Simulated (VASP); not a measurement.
Wanted: the native input for a VASP 6.6.1 run.

```
Task                   : single point
Functional             : PBE
Potentials or basis    : VASP PAW PBE potentials, release 64 (Ag, Cl)
Cutoff                 : 500 eV
k mesh                 : 4 × 4 × 4, shifted
Occupations            : gaussian, width 0.02 eV
Spin                   : no spin polarisation
Dipole correction      : no
Further INCAR settings : ALGO = Normal; EDIFF = 1e-06; NBANDS = 16
```

The structure of AgCl lies in POSCAR:

```
AgCl
1.0
    3.4339730000      0.0000000000      0.0000000000
    0.0000000000      3.4339730000      0.0000000000
    0.0000000000      0.0000000000      3.4339730000
Ag Cl
1 1
Direct
    0.0000000000      0.0000000000      0.0000000000
    0.5000000000      0.5000000000      0.5000000000
```

These files were run (other wordings do the same):

INCAR

```
SYSTEM = AgCl
ALGO = Normal
EDIFF = 1E-6
ENCUT = 500
GGA = PE
GGA_COMPAT = .FALSE.
ISIF = 2
ISMEAR = 0
LASPH = .TRUE.
LCHARG = .TRUE.
LELF = .TRUE.
LREAL = .FALSE.
LVHAR = .TRUE.
LWAVE = .FALSE.
NBANDS = 16
NELM = 120
PREC = Accurate
SIGMA = 0.02
```

KPOINTS

```
Automatic mesh
0
Gamma
  4 4 4
  0.5 0.5 0.5
```

Potentials or basis: VASP PAW PBE potentials, release 64 (Ag, Cl).

Command:

```console
$ cat potpaw_PBE.64/Ag/POTCAR potpaw_PBE.64/Cl/POTCAR > POTCAR
$ mpirun -np 1 vasp_std > vasp.out
```

It gave:

```
Pressure               : -0.4 GPa
Band gap on the k mesh : 2.67 eV, indirect (least direct gap 3.57 eV)
```

Wall time 14 s on 1 thread of AMD EPYC 7R13, with other jobs on the host, peak memory 0.12 GiB.
